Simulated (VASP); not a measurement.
# Be2ZnSe3 (P1) in VASP: relaxation of cell and atoms with PBE

Aim: the relaxation of cell and atoms of Be2ZnSe3 with PBE.

Everything below comes from runs of VASP 6.6.1. Logs are shortened: lines on timing, memory, paths and dates and some standing lists are left out, and cuts for length are marked.

**1. The cell of the first run**

The typed cell holds 12 atoms: a = 3.727 Å, b = 7.652 Å, c = 8.470 Å, α = 103.13°, β = 103.52°, γ = 86.90°.

**2. Relaxation of cell and atoms, PBE**

Contents of INCAR:

```
ALGO = Normal ; EDIFF = 1E-6
EDIFFG = -0.025 ; ENCUT = 600
GGA = PE ; IBRION = 2
ISIF = 3 ; ISMEAR = 0
LASPH = True ; LCHARG = False
LREAL = False ; LWAVE = False
NELM = 60 ; NSW = 80
PREC = Accurate ; SIGMA = 0.1
```

Contents of KPOINTS:

```
k-points
0
Gamma
  4 2 4
```

Contents of POSCAR:

```
Be2ZnSe3
1.0
    3.7251355747     -0.1021531235      0.0034733052
    0.2043062470     -7.6495798567     -0.0424073402
   -1.9211246658      1.9178060397     -8.0234929308
Be Zn Se
4 2 6
Direct
    0.1481638267      0.5812921586      0.3351500614
    0.1971332163      0.0843244555      0.3472150211
    0.8167235531      0.9148418692      0.6578529511
    0.8185673765      0.4209593853      0.6563980057
    0.5027831447      0.7564214101      0.0038413104
    0.5246534725      0.2476194550     -0.0052314507
    0.0914608853      0.8055260401      0.1970590983
    0.1282310064      0.2942500761      0.1917742310
    0.3892443378      0.9510985492      0.8095698522
    0.3978312427      0.4548259520      0.8106682429
    0.7425253727      0.6223754027      0.4999705793
    0.7426825655      0.1164652463      0.4957320974
```

Potentials or basis: VASP PAW PBE potentials, release 64 (Be, Zn, Se).

Started as:

```bash
$ cat potpaw_PBE.64/Be/POTCAR potpaw_PBE.64/Zn/POTCAR potpaw_PBE.64/Se/POTCAR > POTCAR
$ mpirun -np 1 vasp_std > vasp.out
```

OUTCAR:

```text
EDIFF = 1E-6
   EDIFFG = -0.025
   ENCUT = 600
   GGA = PE
   IBRION = 2
   ISIF = 3
   ISMEAR = 0
   LASPH = True
   LREAL = False
   NELM = 60
   NSW = 80
   PREC = Accurate

 ion  position               nearest neighbor table
   1  0.148  0.581  0.335-   8 2.25  11 2.25   7 2.26  11 2.32
   2  0.197  0.084  0.347-  12 2.12   7 2.22   8 2.27  12 2.31
   3  0.817  0.915  0.658-   9 2.21   9 2.24  12 2.25  11 2.33
   4  0.819  0.421  0.656-  11 2.22  10 2.23  10 2.24  12 2.41
   5  0.503  0.756  0.004-   7 2.40   9 2.41   7 2.45  10 2.50
   6  0.525  0.248  0.995-  10 2.42   8 2.43   9 2.45   8 2.46
   7  0.091  0.806  0.197-   2 2.22   1 2.26   5 2.40   5 2.45
   8  0.128  0.294  0.192-   1 2.25   2 2.27   6 2.43   6 2.46
   9  0.389  0.951  0.810-   3 2.21   3 2.24   5 2.41   6 2.45
  10  0.398  0.455  0.811-   4 2.23   4 2.24   6 2.42   5 2.50
  11  0.743  0.622  0.500-   4 2.22   1 2.25   1 2.32   3 2.33
  12  0.743  0.116  0.496-   2 2.12   3 2.25   2 2.31   4 2.41

  LATTYP: Found a triclinic cell.
 ALAT       =     3.7265375853
 B/A-ratio  =     2.7879357989
 C/A-ratio  =     2.2729544589
 COS(alpha) =     0.0004295695
 COS(beta)  =     0.2338126577
 COS(gamma) =     0.6775394110

  Lattice vectors:

 A1 = (   3.7251355747,  -0.1021531235,   0.0034733052)
 A2 = (   7.2459649024,   7.4452736097,   0.0493539506)
 A3 = (   1.9211246658,  -1.9178060397,   8.0234929308)

Analysis of symmetry for initial positions (statically):
=====================================================================
 Subroutine PRICEL returns:
 Original cell was already a primitive cell.

 Routine SETGRP: Setting up the symmetry group for a
 triclinic supercell.

 Subroutine GETGRP returns: Found  1 space group operations
 (whereof  1 operations were pure point group operations)
 out of a pool of  2 trial point group operations.

The static configuration has the point symmetry C_1 .

Analysis of symmetry for dynamics (positions and initial velocities):
=====================================================================
 Subroutine PRICEL returns:
 Original cell was already a primitive cell.

 Routine SETGRP: Setting up the symmetry group for a
 triclinic supercell.

 Subroutine GETGRP returns: Found  1 space group operations
 (whereof  1 operations were pure point group operations)
 out of a pool of  2 trial point group operations.

The dynamic configuration has the point symmetry C_1 .

 Subroutine INISYM returns: Found  1 space group operations
 (whereof  1 operations are pure point group operations),
 and found     1 'primitive' translations

----------------------------------------------------------------------------------------

                                     Primitive cell

  volume of cell :     228.7127

  direct lattice vectors                    reciprocal lattice vectors
     3.725135575 -0.102153123  0.003473305     0.268711233  0.007523497 -0.062541237
     0.204306247 -7.649579857 -0.042407340    -0.003554519 -0.130652660 -0.030378015
    -1.921124666  1.917806040 -8.023492931     0.000135110  0.000693808 -0.124500512

  length of vectors
     3.726537585  7.652425198  8.470250221     0.275995899  0.134184858  0.124502518

  position of ions in fractional coordinates (direct lattice)
     0.148163827  0.581292159  0.335150061
     0.197133216  0.084324456  0.347215021
     0.816723553  0.914841869  0.657852951
     0.818567376  0.420959385  0.656398006
     0.502783145  0.756421410  0.003841310
     0.524653472  0.247619455  0.994768549
     0.091460885  0.805526040  0.197059098
     0.128231006  0.294250076  0.191774231
     0.389244338  0.951098549  0.809569852
     0.397831243  0.454825952  0.810668243
     0.742525373  0.622375403  0.499970579
     0.742682565  0.116465246  0.495732097

  ion indices of the primitive-cell ions
   primitive index   ion index
                 1           1
                 2           2
                 3           3
                 4           4
                 5           5
                 6           6
                 7           7
                 8           8
                 9           9
                10          10
                11          11
                12          12

----------------------------------------------------------------------------------------

 KPOINTS: k-points

Automatic generation of k-mesh.
 Grid dimensions read from file:
 generate k-points for:    4    2    4

 Generating k-lattice:

  Cartesian coordinates                     Fractional coordinates (reciprocal lattice)
     0.067177808  0.001880874 -0.015635309     0.250000000 -0.000000000  0.000000000
    -0.001777260 -0.065326330 -0.015189007    -0.000000000  0.500000000  0.000000000
     0.000033777  0.000173452 -0.031125128    -0.000000000  0.000000000  0.250000000

  Length of vectors
     0.068998975  0.067092429  0.031125630

  Shift w.r.t. Gamma in fractional coordinates (k-lattice)
     0.000000000  0.000000000  0.000000000

 Subroutine IBZKPT returns following result:
 ===========================================

 Found     20 irreducible k-points:

 Following reciprocal coordinates:
            Coordinates               Weight
  0.000000  0.000000  0.000000      1.000000
  0.250000  0.000000  0.000000      2.000000
  0.500000  0.000000  0.000000      1.000000
  0.000000  0.500000 -0.000000      1.000000
  0.250000  0.500000 -0.000000      2.000000
  0.500000  0.500000 -0.000000      1.000000
[... 12 lines left out ...]
  0.250000  0.500000  0.500000      2.000000
  0.500000  0.500000  0.500000      1.000000
   k-points           NKPTS =     20   k-points in BZ     NKDIM =     20   number of bands    NBANDS=     41
   number of dos      NEDOS =    301   number of ions     NIONS =     12
   total plane-waves  NPLWV = 134400
   dimension x,y,z NGX =    30 NGY =   64 NGZ =   70
   dimension x,y,z NGXF=    60 NGYF=  128 NGZF=  140
   ions per type =               4   2   6
   NGX,Y,Z   is equivalent  to a cutoff of  13.38, 13.90, 13.74 a.u.
   NGXF,Y,Z  is equivalent  to a cutoff of  26.77, 27.81, 27.48 a.u.
 SYSTEM =  unknown system
   PREC   = accura    normal or accurate (medium, high low for compatibility)
   ISTART =      0    job   : 0-new  1-cont  2-samecut
   ICHARG =      2    charge: 1-file 2-atom 10-const
   ISPIN  =      1    spin polarized calculation?
   LNONCOLLINEAR =      F non collinear calculations
   LSORBIT =      F    spin-orbit coupling
   LASPH  =      T    aspherical Exc in radial PAW
   ENCUT  =  600.0 eV  44.10 Ry    6.64 a.u.   7.44 15.28 16.92*2*pi/ulx,y,z
   NELM   =     60;   NELMIN=  2; NELMDL= -5     # of ELM steps
   EDIFF  = 0.1E-05   stopping-criterion for ELM
   LREAL  =      F    real-space projection
   EDIFFG = -.3E-01   stopping-criterion for IOM
   NSW    =     80    number of steps for IOM
   IBRION =      2    ionic relax: 0-MD 1-quasi-New 2-CG
   NFREE  =      1    steps in history (QN), initial steepest desc. (CG)
   ISIF   =      3    stress and relaxation
   ISYM   =      2    0-nonsym 1-usesym 2-fastsym
   POTIM  = 0.5000    time-step for ionic-motion
   TEBEG  =    0.0;   TEEND  =   0.0 temperature during run
   PSTRESS=    0.0 pullay stress
   NELECT =      68.0000    total number of electrons
   NUPDOWN=      -1.0000    fix difference up-down
   EMIN   =  10.00;   EMAX   =-10.00  energy-range for DOS
   EFERMI =   0.00;   METHOD = LEGACY
   ISMEAR =     0;   SIGMA  =   0.10  broadening in eV -4-tet -1-fermi 0-gaus
   EFERMI_NEDOS =   21; number of points for ismear=-14 and -15
   IALGO  =     38    algorithm
   IMIX   =      4    mixing-type and parameters
     AMIX     =   0.40;   BMIX     =  1.00
     AMIX_MAG =   1.60;   BMIX_MAG =  1.00
  volume/ion in A,a.u.               =      19.06       128.62
  Fermi-wavevector in a.u.,A,eV,Ry     =   1.092650  2.064809 16.243775  1.193884
  Thomas-Fermi vector in A             =   2.228920
   LORBIT       =      0    0 simple, 1 ext, 2 COOP (PROOUT), +10 PAW based schemes
   GGA     = PE    functional components
   LHFCALC =     F    Hartree Fock is set to
   AEXX    =    0.0000 exact exchange contribution
   IVDW    =     0    specifies the selected vdW correction
   LEPSILON=     F    determine dielectric tensor
   LRPA    =     F    only Hartree local field effects (RPA)
 conjugate gradient relaxation of ions
 non-spin polarized calculation
 Gauss-broadening in eV      SIGMA  =   0.10
  energy-cutoff  :      600.00
  volume of cell :      228.71
 maximum number of plane-waves:      7666
 NGX is ok and might be reduce to    30
   NGX = 15   NGY = 31   NGZ = 33

--------------------------------------- Ionic step        1  -------------------------------------------

 number of electron      68.0000006 magnetization

 Free energy of the ion-electron system (eV)
  ---------------------------------------------------
  ext. energy  EPLUGINS =         0.00000000
  ---------------------------------------------------
  free energy    TOTEN  =       -46.77964587 eV

  energy without entropy =      -46.77964587  energy(sigma->0) =      -46.77964587

------------------------ aborting loop because EDIFF is reached ----------------------------------------

  FORCE on cell =-STRESS in cart. coord.  units (eV):
  Direction    XX          YY          ZZ          XY          YZ          ZX
  --------------------------------------------------------------------------------------
  -------------------------------------------------------------------------------------
  Total        3.9942980     -0.3896704      2.3277692      2.3017172     -1.3049069     -0.9453176
  in kB       27.9808374     -2.7297173     16.3064778     16.1239783     -9.1411278     -6.6221342
  external PRESSURE =      13.8525326 kB  Pullay stress =       0.0000000 kB
[... 119 lines left out ...]
  FREE ENERGIE OF THE ION-ELECTRON SYSTEM (eV)
  ---------------------------------------------------
  free  energy   TOTEN  =       -46.9824791643 eV

  energy  without entropy=      -46.9824791643  energy(sigma->0) =      -46.98247916

[... ionic steps 4 to 11 ...]

--------------------------------------- Ionic step       12  -------------------------------------------

 number of electron      68.0000006 magnetization

------------------------ aborting loop because EDIFF is reached ----------------------------------------

  FORCE on cell =-STRESS in cart. coord.  units (eV):
  Direction    XX          YY          ZZ          XY          YZ          ZX
  --------------------------------------------------------------------------------------
  -------------------------------------------------------------------------------------
  Total        0.0049604      0.0198982      0.0536278     -0.0074869     -0.1126309     -0.0218252
  in kB        0.0341793      0.1371071      0.3695181     -0.0515879     -0.7760736     -0.1503848
  external PRESSURE =       0.1802682 kB  Pullay stress =       0.0000000 kB
[... 77 lines left out ...]
  energy  without entropy=      -47.0604249743  energy(sigma->0) =      -47.06042497

--------------------------------------- Ionic step       14  -------------------------------------------

 number of electron      68.0000006 magnetization

 Free energy of the ion-electron system (eV)
  ---------------------------------------------------
  ext. energy  EPLUGINS =         0.00000000
  ---------------------------------------------------
  free energy    TOTEN  =       -47.06074125 eV

  energy without entropy =      -47.06074125  energy(sigma->0) =      -47.06074125

 E-fermi :   3.0660     XC(G=0):  -9.3013

 val. band max:        2.5763314475   @ k =   0.0000   0.0000   0.0000
 cond. band min:       5.2035875248   @ k =  -0.0000   0.0000   0.5000
 fundamental gap:      2.6272560773
 Fermi energy:         3.0660100221

 k-point     1 :       0.0000    0.0000    0.0000
  band No.  band energies     occupation
      1     -10.9710      2.00000
      2     -10.0716      2.00000
      3      -9.9314      2.00000
      4      -9.8977      2.00000
      5      -9.8724      2.00000
      6      -9.7723      2.00000
[... 908 lines left out ...]
  FREE ENERGIE OF THE ION-ELECTRON SYSTEM (eV)
  ---------------------------------------------------
  free  energy   TOTEN  =       -47.0607412495 eV

  energy  without entropy=      -47.0607412495  energy(sigma->0) =      -47.06074125

 reached required accuracy - stopping structural energy minimisation
```

Wall time 19 min (1 thread of Intel Xeon 6975P-C (Granite Rapids), shared host); peak memory 0.52 GiB.

Results:

```
Free energy                           : -47.0607 eV
Relaxed volume                        : 19.38 Å³/atom
Relaxed cell                          : a = 3.792 Å, b = 7.585 Å, c = 8.521 Å, α = 102.89°, β = 102.85°, γ = 89.98°
Space group after relaxing (to 0.1 Å) : I-4m2 (No. 119)
Energy gained by relaxing             : 23.4 meV/atom
Ionic steps                           : 14
Pressure after relaxing               : 0.0 GPa
Largest force after relaxing          : 0.023 eV/Å
Band gap on the k mesh                : 2.63 eV
```

Forces in eV/Å, atoms in the order of the input:
```
Be  -0.009 -0.009  0.008
Be   0.009  0.002 -0.003
Be   0.004 -0.001  0.001
Be   0.003 -0.013  0.011
Zn   0.009  0.000 -0.005
Zn  -0.009 -0.009 -0.006
Se   0.004 -0.002  0.009
Se  -0.011  0.006  0.006
Se  -0.002  0.003 -0.006
Se  -0.001  0.008  0.003
Se  -0.007 -0.001 -0.004
Se   0.009  0.016 -0.014
```

Step by step:
| step | energy change (eV) | largest force (eV/Å) | pressure (GPa) | volume (Å³) |
| --- | --- | --- | --- | --- |
| 1 | 0.0000 | 1.1892 | 1.39 | 228.71 |
| 2 | -0.1899 | 0.3745 | -0.46 | 234.16 |
| 3 | -0.2028 | 0.3028 | -1.03 | 236.18 |
| 4 | -0.2485 | 0.2173 | -0.06 | 232.85 |
| 5 | -0.2523 | 0.2382 | 0.25 | 231.74 |
| 6 | -0.2621 | 0.1540 | 0.03 | 232.47 |
| 7 | -0.2646 | 0.1498 | -0.15 | 233.05 |
| 8 | -0.2700 | 0.0982 | -0.04 | 232.67 |
| 9 | -0.2718 | 0.1147 | 0.08 | 232.27 |
| 10 | -0.2766 | 0.0729 | 0.03 | 232.45 |
| 11 | -0.2791 | 0.0736 | -0.03 | 232.70 |
| 12 | -0.2808 | 0.0319 | 0.02 | 232.52 |
| 13 | -0.2808 | 0.0310 | 0.01 | 232.53 |
| 14 | -0.2811 | 0.0229 | -0.01 | 232.61 |

Final structure:
```cif
data_structure
_symmetry_space_group_name_H-M 'P 1'
_symmetry_Int_Tables_number 1
_cell_length_a 3.7917
_cell_length_b 7.5850
_cell_length_c 8.5212
_cell_angle_alpha 102.888
_cell_angle_beta 102.847
_cell_angle_gamma 89.977
_cell_volume 232.61
loop_
_atom_site_label
_atom_site_type_symbol
_atom_site_fract_x
_atom_site_fract_y
_atom_site_fract_z
_atom_site_occupancy
Be1 Be 0.17363 0.58579 0.34447 1
Be2 Be 0.17055 0.08623 0.34399 1
Be3 Be 0.82756 0.91400 0.65543 1
Be4 Be 0.82764 0.41379 0.65624 1
Zn1 Zn 0.49809 0.75034 0.00013 1
Zn2 Zn 0.50255 0.24965 0.99976 1
Se1 Se 0.09432 0.79786 0.19175 1
Se2 Se 0.09780 0.29787 0.19133 1
Se3 Se 0.40410 0.95203 0.80819 1
Se4 Se 0.40408 0.45235 0.80886 1
Se5 Se 0.75117 0.62479 0.50011 1
Se6 Se 0.74851 0.12530 0.49974 1
```

Caveat: the k points lie up to 0.43 Å⁻¹ apart in the final cell. A k mesh can miss the band edges.
